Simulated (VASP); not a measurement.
Set up this calculation in VASP 6.6.1, as the native input.

```yaml
Task: single point
Functional: PBEsol
Potentials_or_basis: VASP PAW PBE potentials, release 64 (Au)
Cutoff: 500 eV
k_mesh: 14 × 14 × 14
Occupations: gaussian, width 0.05 eV
Spin: no spin polarisation
Dipole_correction: no
Further_INCAR_settings: ALGO = Normal; EDIFF = 1e-06; NBANDS = 12
```

The structure of Au lies in POSCAR:

```
Au
1.0
    0.0000000000      2.0427163814      2.0427163814
    2.0427163814      0.0000000000      2.0427163814
    2.0427163814      2.0427163814      0.0000000000
Au
1
Direct
    0.0000000000      0.0000000000      0.0000000000
```

The input as run:

INCAR

```
  PREC = Accurate
  ENCUT = 500
  EDIFF = 1E-6
  ISMEAR = 0
  SIGMA = 0.05
  LREAL = False
  LASPH = True
  NELM = 120
  ALGO = Normal
  ISIF = 2
  LWAVE = False
  LCHARG = False
  GGA = PS
  NBANDS = 12
  GGA_COMPAT = False
```

KPOINTS

```
regular mesh
0
Gamma
  14 14 14
```

Potentials or basis: VASP PAW PBE potentials, release 64 (Au).

Command:

```sh
$ cat potpaw_PBE.64/Au/POTCAR > POTCAR
$ mpirun -np 1 vasp_std > vasp.out
```

Results of the run:

```
Pressure               : -0.6 GPa
Band gap on the k mesh : zero (an odd number of electrons rules out a gap without spin polarisation)
```

Caveat: the PAW data sets were made with another functional, which shifts forces and pressure a little; spin-orbit coupling is left out, which moves the levels of the heavy elements.

Wall time 26 s on 1 thread of Intel Xeon 8259CL (shared host), peak memory 0.15 GiB.
